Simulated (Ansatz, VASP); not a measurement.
**One calculation of Ti3Al, two programs**

Contents of INCAR:

```
  PREC = Accurate
  ENCUT = 520
  EDIFF = 1E-6
  ISMEAR = 0
  SIGMA = 0.15
  LREAL = F
  LASPH = T
  NELM = 60
  ALGO = Fast
  ISIF = 2
  LWAVE = F
  LCHARG = T
  GGA = CA
  LELF = T
  LVHAR = T
  NBANDS = 28
```

Contents of KPOINTS:

```
Automatic mesh
0
Gamma
  18 18 6
```

File POSCAR:

```
Ti3Al
1.0
    2.9442887422      0.0000000000      0.0000000000
   -1.4721443711      2.5498288469      0.0000000000
    0.0000000000      0.0000000000      9.3150356298
Ti Al
3 1
Direct
    0.6666666667      0.3333333333      0.0000000000
    0.3333333333      0.6666666667      0.7515223655
    0.3333333333      0.6666666667      0.2484776345
    0.6666666667      0.3333333333      0.5000000000
```

Input for Ansatz:

```yaml
crystal:
  lattice:
    - [2.9442887422, 0.0, 0.0]
    - [-1.4721443711, 2.5498288469, 0.0]
    - [0.0, 0.0, 9.3150356298]
  atoms:
    - { symbol: Ti, position: [0.6666666667, 0.3333333333, 0.0] }
    - { symbol: Ti, position: [0.3333333333, 0.6666666667, 0.7515223655] }
    - { symbol: Ti, position: [0.3333333333, 0.6666666667, 0.2484776345] }
    - { symbol: Al, position: [0.6666666667, 0.3333333333, 0.5] }
basis:
  ecutwfc: 520.0
kpoints:
  mp_grid: { grid: [18, 18, 6] }
hamiltonian:
  xc: lda
  pseudopotentials: { kind: paw, azcp: { folder: soft_1 } }
scf:
  occupations: { method: gaussian, width: 0.15 }
  lower_state_search: "off"
output:
  forces: true
  stress: true
  eigenvalues: true
```

Alike in both runs: task single point; functional LDA; k mesh 18 × 18 × 6; occupations gaussian, width 0.15 eV; no spin polarisation.

```csv
,VASP,Ansatz
version,VASP 6.6.1,Ansatz 0.2.0
potentials or method,"VASP PAW LDA potentials, release 64 (Ti_sv, Al), cutoff 520 eV","scalar-relativistic, plane waves, PAW"
valence electrons in the cell,39,39
```

```csv
,VASP,Ansatz,Ansatz less VASP
gap on the k mesh at the Fermi level (eV),none,none,-
pressure (GPa),-9.0,-9.0,-0.06
"traceless stress, the component that is largest in VASP (GPa)",-0.56,-0.61,-0.049
rms of the force components (eV/Å),0.030,0.028,-0.0021
```

Ansatz warns that its potentials were made for another functional, while VASP's fit it. LDA's correlation is that of Perdew and Zunger in VASP and of Perdew and Wang (1992) in Ansatz. Atom by atom the forces differ by 0.002 eV/Å (rms over components). A gap of «none» marks a metal or a gap that the smearing closes.
